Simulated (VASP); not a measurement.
A run of VASP 6.6.1 is set up as follows.

File INCAR:

```
SYSTEM = Ta2N
PREC     = Accurate       ! precision mode
ENCUT    = 520            ! plane-wave cutoff, eV
EDIFF    = 1E-7           ! SCF threshold, eV
ISMEAR   = 1              ! smearing method
SIGMA    = 0.1            ! smearing width, eV
LREAL    = .False.        ! projectors in reciprocal space
LASPH    = .True.         ! aspherical terms in the spheres
NELM     = 60             ! most SCF steps
ALGO     = Normal         ! electronic algorithm
ISIF     = 2              ! what is computed and relaxed
LWAVE    = .False.        ! write WAVECAR
LCHARG   = .True.         ! write CHGCAR
GGA      = PE             ! functional
LELF     = .True.         ! ELF
LVHAR    = .True.       
NBANDS   = 20             ! bands
```

KPOINTS

```
regular mesh
0
Gamma
  12 12 7
  0 0 0
```

The input POSCAR:

```
Ta2N
1.0
    3.1128620000      0.0000000000      0.0000000000
   -1.5564310000      2.6958170000      0.0000000000
    0.0000000000      0.0000000000      4.8698410000
Ta N
2 1
Direct
    0.6666666667      0.3333333333      0.7452890000
    0.3333333333      0.6666666667      0.2547110000
    0.0321247778      0.0000000000      0.0000000000
```

Potentials or basis: VASP PAW PBE potentials, release 64 (Ta_pv, N).

Command:

```bash
$ cat potpaw_PBE.64/Ta_pv/POTCAR potpaw_PBE.64/N/POTCAR > POTCAR
$ mpirun -np 1 vasp_std > vasp.out
```

Task: What does it give for the largest force?

Result: 1.269 eV/Å.

Task: Predict the band gap on the k mesh.

Result: Zero (an odd number of electrons rules out a gap without spin polarisation).

Forces in eV/Å, atoms in the order of the input:
```
Ta   0.634  0.090 -0.074
Ta   0.634 -0.090  0.074
N   -1.269  0.000  0.000
```

Caveat: spin-orbit coupling is left out, which moves the levels of the heavy elements; forces of over 1 eV/Å act on the atoms, so gaps and moduli don't describe the material at rest.
